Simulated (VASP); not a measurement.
# Cd3TeO2 (R-3m) in VASP: single point with PBE

Aim: the single point of Cd3TeO2 with PBE.

Program: VASP 6.6.1. These are calculated values, not measurements. Logs are shortened: lines on timing, memory, paths and dates and some standing lists are left out, and cuts for length are marked.

### Step 1. The cell of the first run

Symmetry: R-3m, No. 166, trigonal system. The conventional cell has a = 6.663 Å, b = 6.663 Å, c = 14.484 Å, α = 90.00°, β = 90.00°, γ = 120.00°. Within 2.8 Å of Cd (site symmetry 2/m) lie 2 O at 2.14 Å. Te (site symmetry -3m) has 6 Cd at 3.09 Å and 8 O at 3.35 to 4.12 Å within 4.2 Å. O (site symmetry 3m) has 3 Cd at 2.14 Å within 2.8 Å.

### Step 2. Single point, PBE

File POSCAR:

```
Cd3TeO2
1.0
    3.3312595360      1.9233035899      4.8281055518
   -3.3312595360      1.9233035899      4.8281055518
    0.0000000000     -3.8466071797      4.8281055518
Cd Te O
3 1 2
Direct
    0.5000000000      0.0000000000      0.0000000000
    0.0000000000      0.5000000000      0.0000000000
    0.0000000000      0.0000000000      0.5000000000
    0.0000000000      0.0000000000      0.0000000000
    0.2315582670      0.2315582670      0.2315582670
    0.7684417330      0.7684417330      0.7684417330
```

File INCAR.step1:

```
SYSTEM = Cd3TeO2
PREC     = Accurate       ! precision mode
ENCUT    = 520            ! plane-wave cutoff, eV
EDIFF    = 1E-6           ! SCF threshold, eV
ISMEAR   = 0              ! smearing method
SIGMA    = 0.02           ! smearing width, eV
LREAL    = .FALSE.        ! projectors in reciprocal space
LASPH    = .TRUE.         ! aspherical terms in the spheres
NELM     = 80             ! most SCF steps
ALGO     = Normal         ! electronic algorithm
ISIF     = 2              ! what is computed and relaxed
LWAVE    = .FALSE.        ! write WAVECAR
LCHARG   = .TRUE.         ! write CHGCAR
GGA      = PE             ! functional
NBANDS   = 36             ! bands
```

File KPOINTS.step1:

```
regular mesh
0
G
  6 6 6
  0 0 0
```

File INCAR.step2:

```
SYSTEM = Cd3TeO2
PREC     = Accurate       ! precision mode
ENCUT    = 520            ! plane-wave cutoff, eV
EDIFF    = 1E-6           ! SCF threshold, eV
ISMEAR   = -5             ! smearing method
SIGMA    = 0.02           ! smearing width, eV
LREAL    = .FALSE.        ! projectors in reciprocal space
LASPH    = .TRUE.         ! aspherical terms in the spheres
NELM     = 80             ! most SCF steps
ALGO     = Normal         ! electronic algorithm
ISIF     = 2              ! what is computed and relaxed
LWAVE    = .FALSE.        ! write WAVECAR
LCHARG   = .FALSE.        ! write CHGCAR
GGA      = PE             ! functional
LORBIT   = 11             ! projections on sites
NBANDS   = 36             ! bands
NEDOS    = 1001           ! points of the DOS
ICHARG   = 11             ! starting density
```

File KPOINTS.step2:

```
regular mesh
0
G
  9 9 9
  0 0 0
```

Potentials or basis: VASP PAW PBE potentials, release 64 (Cd, Te, O).

Run with:

```console
$ cat potpaw_PBE.64/Cd/POTCAR potpaw_PBE.64/Te/POTCAR potpaw_PBE.64/O/POTCAR > POTCAR
$ cp INCAR.step1 INCAR
$ cp KPOINTS.step1 KPOINTS
$ mpirun -np 1 vasp_std > vasp.out
$ cp INCAR.step2 INCAR
$ cp KPOINTS.step2 KPOINTS
$ mpirun -np 1 vasp_std > vasp.out
```

OUTCAR:

```text
SYSTEM = Cd3TeO2
   PREC = Accurate
   ENCUT = 520
   EDIFF = 1E-6
   ISMEAR = -5
   LREAL = .FALSE.
   LASPH = .TRUE.
   NELM = 80
   ISIF = 2
   GGA = PE
   LORBIT = 11
   ICHARG = 11

 ion  position               nearest neighbor table
   1  0.500  0.000  0.000-   5 2.14   6 2.14   4 3.09   4 3.09   2 3.33   2 3.33   3 3.33   3 3.33

   2  0.000  0.500  0.000-   5 2.14   6 2.14   4 3.09   4 3.09   1 3.33   1 3.33   3 3.33   3 3.33

   3  0.000  0.000  0.500-   5 2.14   6 2.14   4 3.09   4 3.09   2 3.33   1 3.33   2 3.33   1 3.33

   4  0.000  0.000  0.000-   3 3.09   3 3.09   1 3.09   2 3.09   2 3.09   1 3.09
   5  0.232  0.232  0.232-   1 2.14   2 2.14   3 2.14
   6  0.768  0.768  0.768-   1 2.14   2 2.14   3 2.14

  LATTYP: Found a trigonal (rhomboedric) cell.
 ALAT       =     6.1730859393
 COS(alpha) =     0.4175719419

  Lattice vectors:

 A1 = (   3.3312595360,   1.9233035899,   4.8281055518)
 A2 = (  -3.3312595360,   1.9233035899,   4.8281055518)
 A3 = (   0.0000000000,  -3.8466071797,   4.8281055518)

Analysis of symmetry for initial positions (statically):
=====================================================================
 Subroutine PRICEL returns:
 Original cell was already a primitive cell.

 Routine SETGRP: Setting up the symmetry group for a
 trigonal (rhombohedral) supercell.

 Subroutine GETGRP returns: Found 12 space group operations
 (whereof 12 operations were pure point group operations)
 out of a pool of 12 trial point group operations.

The static configuration has the point symmetry D_3d.

Analysis of symmetry for dynamics (positions and initial velocities):
=====================================================================
 Subroutine PRICEL returns:
 Original cell was already a primitive cell.

 Routine SETGRP: Setting up the symmetry group for a
 trigonal (rhombohedral) supercell.

 Subroutine GETGRP returns: Found 12 space group operations
 (whereof 12 operations were pure point group operations)
 out of a pool of 12 trial point group operations.

The dynamic configuration has the point symmetry D_3d.

 Subroutine INISYM returns: Found 12 space group operations
 (whereof 12 operations are pure point group operations),
 and found     1 'primitive' translations

----------------------------------------------------------------------------------------

                                     Primitive cell

  volume of cell :     185.6027

  direct lattice vectors                    reciprocal lattice vectors
     3.331259536  1.923303590  4.828105552     0.150093379  0.086656453  0.069040192
    -3.331259536  1.923303590  4.828105552    -0.150093379  0.086656453  0.069040192
     0.000000000 -3.846607180  4.828105552     0.000000000 -0.173312906  0.069040192

  length of vectors
     6.173085939  6.173085939  6.173085939     0.186558064  0.186558064  0.186558064

  position of ions in fractional coordinates (direct lattice)
     0.500000000  0.000000000  0.000000000
     0.000000000  0.500000000  0.000000000
     0.000000000  0.000000000  0.500000000
     0.000000000  0.000000000  0.000000000
     0.231558267  0.231558267  0.231558267
     0.768441733  0.768441733  0.768441733

  ion indices of the primitive-cell ions
   primitive index   ion index
                 1           1
                 2           2
                 3           3
                 4           4
                 5           5
                 6           6

----------------------------------------------------------------------------------------

 KPOINTS: regular mesh

Automatic generation of k-mesh.
 Grid dimensions read from file:
 generate k-points for:    9    9    9

 Generating k-lattice:

  Cartesian coordinates                     Fractional coordinates (reciprocal lattice)
     0.016677042  0.009628495  0.007671132     0.111111111 -0.000000000 -0.000000000
    -0.016677042  0.009628495  0.007671132    -0.000000000  0.111111111 -0.000000000
     0.000000000 -0.019256990  0.007671132     0.000000000  0.000000000  0.111111111

  Length of vectors
     0.020728674  0.020728674  0.020728674

  Shift w.r.t. Gamma in fractional coordinates (k-lattice)
     0.000000000  0.000000000  0.000000000

 TETIRR: Found    369 inequivalent tetrahedra from     4374

 Subroutine IBZKPT returns following result:
 ===========================================

 Found     85 irreducible k-points:

 Following reciprocal coordinates:
            Coordinates               Weight
  0.000000  0.000000  0.000000      1.000000
  0.111111 -0.000000 -0.000000      6.000000
  0.222222  0.000000 -0.000000      6.000000
  0.333333 -0.000000 -0.000000      6.000000
  0.444444  0.000000 -0.000000      6.000000
  0.111111  0.111111 -0.000000      6.000000
[... 16 lines left out ...]
 -0.333333  0.333333  0.000000      6.000000
  0.444444  0.444444 -0.000000      6.000000
 [... further k-points ...]
   k-points           NKPTS =     85   k-points in BZ     NKDIM =     85   number of bands    NBANDS=     36
   number of dos      NEDOS =   1001   number of ions     NIONS =      6
   total plane-waves  NPLWV = 110592
   dimension x,y,z NGX =    48 NGY =   48 NGZ =   48
   dimension x,y,z NGXF=    96 NGYF=   96 NGZF=   96
   ions per type =               3   1   2
   NGX,Y,Z   is equivalent  to a cutoff of  12.93, 12.93, 12.93 a.u.
   NGXF,Y,Z  is equivalent  to a cutoff of  25.85, 25.85, 25.85 a.u.
 SYSTEM =  Cd3TeO2
   PREC   = accura    normal or accurate (medium, high low for compatibility)
   ISTART =      0    job   : 0-new  1-cont  2-samecut
   ICHARG =     11    charge: 1-file 2-atom 10-const
   ISPIN  =      1    spin polarized calculation?
   LNONCOLLINEAR =      F non collinear calculations
   LSORBIT =      F    spin-orbit coupling
   LASPH  =      T    aspherical Exc in radial PAW
   ENCUT  =  520.0 eV  38.22 Ry    6.18 a.u.  11.48 11.48 11.48*2*pi/ulx,y,z
   NELM   =     80;   NELMIN=  2; NELMDL=  0     # of ELM steps
   EDIFF  = 0.1E-05   stopping-criterion for ELM
   LREAL  =      F    real-space projection
   EDIFFG = 0.1E-04   stopping-criterion for IOM
   NSW    =      0    number of steps for IOM
   IBRION =     -1    ionic relax: 0-MD 1-quasi-New 2-CG
   NFREE  =      0    steps in history (QN), initial steepest desc. (CG)
   ISIF   =      2    stress and relaxation
   ISYM   =      2    0-nonsym 1-usesym 2-fastsym
   POTIM  = 0.5000    time-step for ionic-motion
   TEBEG  =    0.0;   TEEND  =   0.0 temperature during run
   PSTRESS=    0.0 pullay stress
   NELECT =      54.0000    total number of electrons
   NUPDOWN=      -1.0000    fix difference up-down
   EMIN   =  10.00;   EMAX   =-10.00  energy-range for DOS
   EFERMI =   0.00;   METHOD = LEGACY
   ISMEAR =    -5;   SIGMA  =   0.02  broadening in eV -4-tet -1-fermi 0-gaus
   EFERMI_NEDOS =   21; number of points for ismear=-14 and -15
   IALGO  =     38    algorithm
   IMIX   =      4    mixing-type and parameters
     AMIX     =   0.40;   BMIX     =  1.00
     AMIX_MAG =   1.60;   BMIX_MAG =  1.00
  volume/ion in A,a.u.               =      30.93       208.75
  Fermi-wavevector in a.u.,A,eV,Ry     =   1.084787  2.049951 16.010843  1.176764
  Thomas-Fermi vector in A             =   2.220886
   LORBIT       =     11    0 simple, 1 ext, 2 COOP (PROOUT), +10 PAW based schemes
   GGA     = PE    functional components
   LHFCALC =     F    Hartree Fock is set to
   AEXX    =    0.0000 exact exchange contribution
   IVDW    =     0    specifies the selected vdW correction
   LEPSILON=     F    determine dielectric tensor
   LRPA    =     F    only Hartree local field effects (RPA)
 non-spin polarized calculation
 Fermi weights with tetrahedron method with Bloechl corrections
  energy-cutoff  :      520.00
  volume of cell :      185.60
 maximum number of plane-waves:      5019
 NGX is ok and might be reduce to    48

 number of electron      54.0000005 magnetization

 Free energy of the ion-electron system (eV)
  ---------------------------------------------------
  ext. energy  EPLUGINS =         0.00000000
  ---------------------------------------------------
  free energy    TOTEN  =       -17.95612261 eV

  energy without entropy =      -17.95612261  energy(sigma->0) =      -17.95612261

 E-fermi :  -0.1938     XC(G=0):  -7.5493

 val. band max:       -0.1944406376   @ k =  -0.4444  -0.4444   0.1111
 cond. band min:       0.2891104794   @ k =   0.0000   0.0000   0.0000
 fundamental gap:      0.4835511169
 Fermi energy:        -0.1937542312

 k-point     1 :       0.0000    0.0000    0.0000
  band No.  band energies     occupation
      1     -17.5999      2.00000
      2     -17.0994      2.00000
      3     -10.4411      2.00000
      4      -8.5987      2.00000
      5      -8.5987      2.00000
      6      -8.2325      2.00000
[... 28 lines left out ...]
     35       6.5909      0.00000
     36       6.8565      0.00000

 k-point     2 :       0.1111   -0.0000   -0.0000
  band No.  band energies     occupation
      1     -17.5874      2.00000
      2     -17.1139      2.00000
      3     -10.4255      2.00000
      4      -8.5795      2.00000
      5      -8.5718      2.00000
      6      -8.2192      2.00000
[... 28 lines left out ...]
     35       6.7164      0.00000
     36       7.0371      0.00000
[... 817 lines left out ...]
     35       6.2318      0.00000
     36       6.8489      0.00000

 k-point    24 :       0.4444    0.4444   -0.0000
  band No.  band energies     occupation
      1     -17.4488      2.00000
      2     -17.2648      2.00000
      3     -10.1477      2.00000
      4      -8.3958      2.00000
      5      -8.3509      2.00000
      6      -8.2673      2.00000
[... 28 lines left out ...]
     35       6.2989      0.00000
     36       6.7248      0.00000

 [... further k-points ...]

------------------------ aborting loop because EDIFF is reached ----------------------------------------

  FORCE on cell =-STRESS in cart. coord.  units (eV):
  Direction    XX          YY          ZZ          XY          YZ          ZX
  --------------------------------------------------------------------------------------
  -------------------------------------------------------------------------------------
  Total        0.7191678      0.7191678      0.3687052      0.0000000      0.0000000     -0.0000000
  in kB        6.2080689      6.2080689      3.1827723      0.0000000      0.0000000     -0.0000000
  external PRESSURE =       5.1996367 kB  Pullay stress =       0.0000000 kB

 VOLUME and BASIS-vectors are now :
 -----------------------------------------------------------------------------
  energy-cutoff  :      520.00
  volume of cell :      185.60
      direct lattice vectors                 reciprocal lattice vectors
     3.331259536  1.923303590  4.828105552     0.150093379  0.086656453  0.069040192
    -3.331259536  1.923303590  4.828105552    -0.150093379  0.086656453  0.069040192
     0.000000000 -3.846607180  4.828105552     0.000000000 -0.173312906  0.069040192

 POSITION                                       TOTAL-FORCE (eV/Angst)
 -----------------------------------------------------------------------------------
      1.66563      0.96165      2.41405        -0.000000      0.000000      0.000000
     -1.66563      0.96165      2.41405         0.000000      0.000000      0.000000
      0.00000     -1.92330      2.41405         0.000000      0.000000      0.000000
      0.00000      0.00000      0.00000        -0.000000      0.000000      0.000000
      0.00000      0.00000      3.35396        -0.000000      0.000000      0.164766
      0.00000      0.00000     11.13035        -0.000000     -0.000000     -0.164766
 -----------------------------------------------------------------------------------
    total drift:                                0.000000     -0.000000      0.000000

  FREE ENERGIE OF THE ION-ELECTRON SYSTEM (eV)
  ---------------------------------------------------
  free  energy   TOTEN  =       -17.9561226050 eV

  energy  without entropy=      -17.9561226050  energy(sigma->0) =      -17.95612261

 total charge

# of ion       s       p       d       tot
------------------------------------------
    1        0.446   0.247   9.566  10.259
    2        0.446   0.247   9.566  10.259
    3        0.446   0.247   9.566  10.259
    4        1.370   2.007   0.014   3.390
    5        1.582   3.317   0.000   4.898
    6        1.582   3.317   0.000   4.898
--------------------------------------------------
tot          5.870   9.382  28.712  43.964
```

It took 15 min on 1 thread of Intel Xeon 8259CL, shared host; peak memory 0.65 GiB.

Results:

| Item | Value |
| --- | --- |
| Valence electrons inside the program's atomic spheres | Cd 10.26; Te 3.39; O 4.90 |

Caveat: spin-orbit coupling is left out, which moves the levels of the heavy elements.
